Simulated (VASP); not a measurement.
**Mo3P3H: single point with PBEsol**

The system is Mo3P3H, a slab with vacuum.

```
CELL_PARAMETERS angstrom
3.17414 0.00000 0.00000
0.00000 3.20623 0.00000
0.00000 0.00000 25.47892
ATOMIC_POSITIONS crystal
Mo 0.00000 0.50000 0.33361
Mo 0.00000 0.00000 0.44259
Mo 0.00000 0.50000 0.55013
P 0.50000 0.00000 0.36994
P 0.50000 0.50000 0.47929
P 0.50000 0.00000 0.59073
H 0.50000 0.50000 0.61943
```

- Program: VASP 6.6.1
- Task: single point
- Functional: PBEsol
- Potentials or basis: VASP PAW PBE potentials, release 64 (Mo_sv, P, H)
- Cutoff: 400 eV
- k mesh: 9 × 9 × 1
- Occupations: gaussian, width 0.1 eV
- Spin: no spin polarisation
- Dipole correction: yes
- Further INCAR settings: ALGO = Normal; EDIFF = 1e-06; NBANDS = 38; NELMDL = -8

* Largest force: 1.989 eV/Å
* Band gap on the k mesh: zero (bands 29 and 30 overlap by 0.97 eV)

Forces on the atoms (eV/Å):
```
Mo   0.000  0.000  1.989
Mo   0.000  0.000 -0.304
Mo   0.000  0.000 -0.161
P    0.000  0.000 -1.731
P    0.000  0.000 -0.102
P    0.000  0.000  0.305
H    0.000  0.000  0.004
```

Levels at points of the mesh, in eV from the Fermi level:
```
           k point  band 25  band 26  band 27  band 28  band 29  band 30  band 31  band 32  band 33  band 34
(0.00, 0.00, 0.00)    -2.08    -1.37    -0.76    -0.28    -0.20     0.26     0.60     1.01     1.43     2.06
```

It took 3.6 min on 1 thread of Intel(R) Xeon(R) 6975P-C (Granite Rapids), on a shared host, peak memory 0.37 GiB.

Caveat: the PAW data sets were made with another functional, which shifts forces and pressure a little.
